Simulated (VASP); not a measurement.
Si, 2 atoms in the cell. It takes space group Fd-3m (No. 227, cubic). The conventional cell has a = 5.456 Å, b = 5.456 Å, c = 5.456 Å, α = 90.00°, β = 90.00°, γ = 90.00°. Within 3.1 Å of Si (site symmetry -43m) lie 4 Si at 2.36 Å. 

```yaml
Program: VASP 6.6.1
Task: single point
Functional: PBE
Potentials_or_basis: VASP PAW PBE potentials, release 64 (Si)
Cutoff: 500 eV
k_mesh: 6 × 6 × 6
Occupations: gaussian, width 0.05 eV
Spin: no spin polarisation
Dipole_correction: no
Further_INCAR_settings: ALGO = Normal; EDIFF = 1e-06; NBANDS = 11
```

Potentials or basis: VASP PAW PBE potentials, release 64 (Si).

Launch:

```bash
$ cat potpaw_PBE.64/Si/POTCAR > POTCAR
$ mpirun -np 1 vasp_std > vasp.out
```

Hardware: 1 thread of Intel(R) Xeon(R) Platinum 8375C CPU @ 2.90GHz (Ice Lake), with other jobs on the host.

Q: Estimate the wall time of this run.

A: Wall time 4.7 s on 1 thread of Intel(R) Xeon(R) Platinum 8375C CPU @ 2.90GHz (Ice Lake), with other jobs on the host, peak memory 0.14 GiB. Counts: scf iterations 11, k points 16.
